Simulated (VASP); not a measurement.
Input of a VASP 6.6.1 run:

INCAR

```
SYSTEM = Sb
ALGO = Normal ; EDIFF = 1E-6
ENCUT = 500 ; GGA = PS
GGA_COMPAT = .FALSE. ; ISIF = 2
ISMEAR = 0 ; LASPH = .TRUE.
LCHARG = .FALSE. ; LREAL = .FALSE.
LWAVE = .FALSE. ; NBANDS = 22
NELM = 120 ; PREC = Accurate
SIGMA = 0.1
```

File KPOINTS:

```
k-points
0
G
  6 6 6
  0 0 0
```

Contents of POSCAR:

```
Sb
1.0
    2.0944069645      1.2092064248      3.5535001936
   -2.0944069645      1.2092064248      3.5535001936
    0.0000000000     -2.4184128495      3.5535001936
Sb
2
Direct
    0.2386342958      0.2386342958      0.2386342958
    0.7613657042      0.7613657042      0.7613657042
```

Potentials or basis: VASP PAW PBE potentials, release 64 (Sb_d_GW).

The run is started by

```sh
$ cat potpaw_PBE.64/Sb_d_GW/POTCAR > POTCAR
$ mpirun -np 1 vasp_std > vasp.out
```

(1) Estimate the band gap on the k mesh.

(2) Predict the largest force.

(3) Estimate the pressure.

Answers

(1) zero (bands 15 and 16 overlap by 0.61 eV).

(2) 0.045 eV/Å.

(3) 6.4 GPa.

Caveat: the cell stands under pressure; the PAW data sets were made with another functional, which shifts forces and pressure a little; spin-orbit coupling is left out, which moves the levels of the heavy elements.
